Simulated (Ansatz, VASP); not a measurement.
PtS2: VASP beside Ansatz

```
Pt S
1.0
     3.61269    0.00000    0.00000
    -1.80635    3.12868    0.00000
     0.00000    0.00000    5.13763
Pt S
1 2
Cartesian
  0.0000 0.0000 0.0000
  1.8063 1.0429 3.9714
  0.0000 2.0858 1.1662
```

Alike in both runs: task single point; functional PBE; k mesh 7 × 7 × 5; occupations fermi-dirac, width 0.05 eV; no spin polarisation.

```csv
,VASP,Ansatz
version,VASP 6.6.1,Ansatz 0.2.0
potentials or method,"VASP PAW PBE potentials, release 64 (Pt, S)",Ansatz PAW
plane-wave cutoff (eV),520,420
valence electrons in the cell,22,30
```

VASP gave:

```
gap on the k mesh at the Fermi level (eV)                     : 0.84
least direct gap on the mesh (eV)                             : 1.11
pressure (GPa)                                                : 2.1
traceless stress, the component that is largest in VASP (GPa) : 1.68
rms of the force components (eV/Å)                            : 0.184
```

Problem. Which values does Ansatz return?

Solution. gap on the k mesh at the Fermi level (eV): 0.83; least direct gap on the mesh (eV): 1.10; pressure (GPa): 2.5; traceless stress, the component that is largest in VASP (GPa): 1.52; rms of the force components (eV/Å): 0.201.

Atom by atom the forces differ by 0.017 eV/Å (rms over components). VASP's potentials hold 22 valence electrons a cell and Ansatz's 30, so a difference there can come from the potentials and not from the codes.

Spin-orbit coupling is off throughout. Noted on Ansatz's run: odd divisions of the mesh miss points on the zone boundary, where band edges often lie, so the gap on the mesh can be too wide.
